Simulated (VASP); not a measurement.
A run of VASP 6.6.1 is set up as follows.

File INCAR:

```
ALGO = Normal ; EDIFF = 1E-6
ENCUT = 700 ; GGA = PE
GGA_COMPAT = False ; ISIF = 2
ISMEAR = -1 ; LASPH = True
LCHARG = True ; LELF = True
LREAL = False ; LVHAR = True
LWAVE = False ; NBANDS = 38
NELM = 120 ; PREC = Accurate
SIGMA = 0.02
```

The input KPOINTS:

```
k-points
0
Gamma
  6 6 6
```

Contents of POSCAR:

```
KCdCO3F
1.0
    5.0419290554      0.0000000000      0.0000000000
   -2.5209645277      4.3664386461      0.0000000000
    0.0000000000      0.0000000000      4.4240642867
K Cd C O F
1 1 1 3 1
Direct
    0.0000000000      0.0000000000      0.0000000000
    0.6666666667      0.3333333333      0.5000000000
    0.3333333333      0.6666666667      0.5000000000
    0.1864134963      0.3728269925      0.5000000000
    0.1864134963      0.8135865037      0.5000000000
    0.6271730075      0.8135865037      0.5000000000
    0.6666666667      0.3333333333      0.0000000000
```

Potentials or basis: VASP PAW PBE potentials, release 64 (K_sv, Cd_sv_GW, C, O, F).

Launch:

```sh
$ cat potpaw_PBE.64/K_sv/POTCAR potpaw_PBE.64/Cd_sv_GW/POTCAR potpaw_PBE.64/C/POTCAR potpaw_PBE.64/O/POTCAR potpaw_PBE.64/F/POTCAR > POTCAR
$ mpirun -np 1 vasp_std > vasp.out
```

Question: Estimate the band gap on the k mesh.

Answer: 2.02 eV.

Question: Predict the largest force.

Answer: 0.719 eV/Å.

Question: Predict the pressure.

Answer: 4.4 GPa.

Stress tensor (GPa, compression positive):
```
5.17 0.00 0.00
0.00 5.17 0.00
0.00 0.00 2.77
```

Caveat: the cell stands under pressure. A k mesh can miss the band edges.
